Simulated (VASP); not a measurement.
# Sb (I4/mmm) in VASP: a series of runs

Aim: see how the results for Sb move with the level of theory and the settings. Levels: revPBE+D3(BJ), PBE+D3(BJ), PBE+D4, revPBE+D4. Tasks: single point.

All numbers are computed with VASP 6.6.1; they aren't measurements. Logs are shortened: lines on timing, memory, paths and dates and some standing lists are left out, and cuts for length are marked.

**1. The cell of the first run**

The structure is tetragonal, space group I4/mmm (No. 139). Conventional cell: a = 3.153 Å, b = 3.153 Å, c = 5.147 Å, α = 90.00°, β = 90.00°, γ = 90.00°. Sb (site symmetry 4/mmm) has 12 Sb at 3.15 to 3.40 Å within 4.1 Å.

**2. Single point, revPBE+D3(BJ)**

INCAR

```
SYSTEM = Sb
ALGO = Normal ; EDIFF = 1E-6
ENCUT = 520 ; GGA = RE
ISIF = 2 ; ISMEAR = -1
IVDW = 12 ; LASPH = .True.
LCHARG = .False. ; LREAL = .False.
LWAVE = .False. ; NBANDS = 8
NELM = 80 ; PREC = Accurate
SIGMA = 0.05
```

KPOINTS

```
k-points
0
Gamma
  12 12 12
  0 0 0
```

POSCAR

```
Sb
1.0
   -1.5763496067      1.5763496067      2.5734746574
    1.5763496067     -1.5763496067      2.5734746574
    1.5763496067      1.5763496067     -2.5734746574
Sb
1
Direct
    0.0000000000      0.0000000000      0.0000000000
```

Potentials or basis: VASP PAW PBE potentials, release 64 (Sb).

On the command line:

```bash
> cat potpaw_PBE.64/Sb/POTCAR > POTCAR
> mpirun -np 1 vasp_std > vasp.out
```

OUTCAR:

```text
SYSTEM = Sb
   EDIFF = 1E-6
   ENCUT = 520
   GGA = RE
   ISIF = 2
   ISMEAR = -1
   IVDW = 12
   LASPH = .True.
   LREAL = .False.
   NELM = 80
   PREC = Accurate
 IVDW          = 12

 ion  position               nearest neighbor table
   1  0.000  0.000  0.000-

  LATTYP: Found a body centered tetragonal cell.
 ALAT       =     3.1526992134
 C/A-ratio  =     1.6325532398

  Lattice vectors:

 A1 = (  -1.5763496067,   1.5763496067,   2.5734746574)
 A2 = (   1.5763496067,  -1.5763496067,   2.5734746574)
 A3 = (   1.5763496067,   1.5763496067,  -2.5734746574)

Analysis of symmetry for initial positions (statically):
=====================================================================
 Subroutine PRICEL returns:
 Original cell was already a primitive cell.

 Routine SETGRP: Setting up the symmetry group for a
 body centered tetragonal supercell.

 Subroutine GETGRP returns: Found 16 space group operations
 (whereof 16 operations were pure point group operations)
 out of a pool of 16 trial point group operations.

The static configuration has the point symmetry D_4h.

Analysis of symmetry for dynamics (positions and initial velocities):
=====================================================================
 Subroutine PRICEL returns:
 Original cell was already a primitive cell.

 Routine SETGRP: Setting up the symmetry group for a
 body centered tetragonal supercell.

 Subroutine GETGRP returns: Found 16 space group operations
 (whereof 16 operations were pure point group operations)
 out of a pool of 16 trial point group operations.

The dynamic configuration has the point symmetry D_4h.

 Subroutine INISYM returns: Found 16 space group operations
 (whereof 16 operations are pure point group operations),
 and found     1 'primitive' translations

----------------------------------------------------------------------------------------

                                     Primitive cell

  volume of cell :      25.5791

  direct lattice vectors                    reciprocal lattice vectors
    -1.576349607  1.576349607  2.573474657     0.000000000  0.317188521  0.194289848
     1.576349607 -1.576349607  2.573474657     0.317188521  0.000000000  0.194289848
     1.576349607  1.576349607 -2.573474657     0.317188521  0.317188521  0.000000000

  length of vectors
     3.404780166  3.404780166  3.404780166     0.371963846  0.371963846  0.448572308
[... 79 lines left out ...]
   EDIFF  = 0.1E-05   stopping-criterion for ELM
   LREAL  =      F    real-space projection
   EDIFFG = 0.1E-04   stopping-criterion for IOM
   NSW    =      0    number of steps for IOM
   IBRION =     -1    ionic relax: 0-MD 1-quasi-New 2-CG
   NFREE  =      0    steps in history (QN), initial steepest desc. (CG)
   ISIF   =      2    stress and relaxation
   ISYM   =      2    0-nonsym 1-usesym 2-fastsym
   POTIM  = 0.5000    time-step for ionic-motion
   TEBEG  =    0.0;   TEEND  =   0.0 temperature during run
   PSTRESS=    0.0 pullay stress
   NELECT =       5.0000    total number of electrons
   NUPDOWN=      -1.0000    fix difference up-down
   EMIN   =  10.00;   EMAX   =-10.00  energy-range for DOS
   EFERMI =   0.00;   METHOD = LEGACY
   ISMEAR =    -1;   SIGMA  =   0.05  broadening in eV -4-tet -1-fermi 0-gaus
   EFERMI_NEDOS =   21; number of points for ismear=-14 and -15
   IALGO  =     38    algorithm
   IMIX   =      4    mixing-type and parameters
     AMIX     =   0.40;   BMIX     =  1.00
     AMIX_MAG =   1.60;   BMIX_MAG =  1.00
  volume/ion in A,a.u.               =      25.58       172.62
  Fermi-wavevector in a.u.,A,eV,Ry     =   0.950101  1.795431 12.281873  0.902692
  Thomas-Fermi vector in A             =   2.078446
   LORBIT       =      0    0 simple, 1 ext, 2 COOP (PROOUT), +10 PAW based schemes
   GGA     = RE    functional components
   LHFCALC =     F    Hartree Fock is set to
   AEXX    =    0.0000 exact exchange contribution
   IVDW    =    12    specifies the selected vdW correction
   LEPSILON=     F    determine dielectric tensor
   LRPA    =     F    only Hartree local field effects (RPA)
 non-spin polarized calculation
  energy-cutoff  :      520.00
  volume of cell :       25.58
 maximum number of plane-waves:       708
 NGX is ok and might be reduce to    28
   NGX = 13   NGY = 13   NGZ = 13

 number of electron       5.0000000 magnetization

 Free energy of the ion-electron system (eV)
  ---------------------------------------------------
  ext. energy  EPLUGINS =         0.00000000
  ---------------------------------------------------
  free energy    TOTEN  =        -3.47928679 eV

  energy without entropy =       -3.47502769  energy(sigma->0) =       -3.47715724

 E-fermi :   9.2890     XC(G=0): -10.4276

 val. band max:        9.2680490490   @ k =   0.4167   0.4167   0.0833
 cond. band min:       9.3031327636   @ k =  -0.3333   0.5000   0.0833
 fundamental gap:      0.0350837146
 Fermi energy:         9.2890177431

 k-point     1 :       0.0000    0.0000    0.0000
  band No.  band energies     occupation
      1      -4.0577      2.00000
      2      14.7524      0.00000
      3      15.0666      0.00000
      4      15.0666      0.00000
      5      18.9020      0.00000
      6      19.7085      0.00000
      7      19.8965      0.00000
      8      19.8965      0.00000
[... 243 lines left out ...]
 k-point    24 :      -0.4167    0.1667   -0.0000
  band No.  band energies     occupation
      1      -0.7453      2.00000
      2       5.6132      2.00000
      3      10.9028      0.00000
      4      11.9981      0.00000
      5      15.8490      0.00000
      6      18.4917      0.00000
      7      20.0868      0.00000
      8      23.0006      0.00000

 [... further k-points ...]

------------------------ aborting loop because EDIFF is reached ----------------------------------------

 Edisp (eV)   -1.03706

 E8    (eV) :    -0.7438

  FORCE on cell =-STRESS in cart. coord.  units (eV):
  Direction    XX          YY          ZZ          XY          YZ          ZX
  --------------------------------------------------------------------------------------
  -------------------------------------------------------------------------------------
  Total      -0.02886    -0.02886    -0.03845     0.00000    -0.00000     0.00000
  in kB      -1.80750    -1.80750    -2.40845     0.00000    -0.00000     0.00000
  external pressure =       -2.01 kB  Pullay stress =        0.00 kB

 VOLUME and BASIS-vectors are now :
 -----------------------------------------------------------------------------
  energy-cutoff  :      520.00
  volume of cell :       25.58
      direct lattice vectors                 reciprocal lattice vectors
    -1.576349607  1.576349607  2.573474657     0.000000000  0.317188521  0.194289848
     1.576349607 -1.576349607  2.573474657     0.317188521  0.000000000  0.194289848
     1.576349607  1.576349607 -2.573474657     0.317188521  0.317188521  0.000000000

 POSITION                                       TOTAL-FORCE (eV/Angst)
 -----------------------------------------------------------------------------------
      0.00000      0.00000      0.00000         0.000000      0.000000      0.000000
 -----------------------------------------------------------------------------------
    total drift:                                0.000000      0.000000     -0.000000

  FREE ENERGIE OF THE ION-ELECTRON SYSTEM (eV)
  ---------------------------------------------------
  free  energy   TOTEN  =        -4.5163432774 eV

  energy  without entropy=       -4.5120841723  energy(sigma->0) =       -4.51421372
```

stdout:

```text
POSCAR found type information on POSCAR Sb
 POSCAR found :  1 types and       1 ions
 scaLAPACK will be used
 -----------------------------------------------------------------------------
|                                                                             |
|                                                                             |
|     You enforced a specific xc type in the INCAR file but a different       |
|     I HOPE YOU KNOW WHAT YOU ARE DOING!                                     |
|                                                                             |
 -----------------------------------------------------------------------------

 LDA part: xc-table for (Slater+PW92), standard interpolation
 POSCAR, INCAR and KPOINTS ok, starting setup
 FFT: planning ... GRIDC
 FFT: planning ... GRID_SOFT
 FFT: planning ... GRID
 WAVECAR not read
 entering main loop
```

It took 27 s on 1 thread of AMD EPYC 9R45 (Zen 5), shared host; peak memory 0.15 GiB.

Results:

```
Free energy                : -4.5163 eV
Pressure                   : -0.2 GPa
Dispersion energy per atom : -1.037 eV
```

Caveat: the PAW data sets were made with another functional, which shifts forces and pressure a little; spin-orbit coupling is left out, which moves the levels of the heavy elements; pairwise dispersion overbinds metals, which lowers pressure and volume.

(Continued in part 2 of 2.)
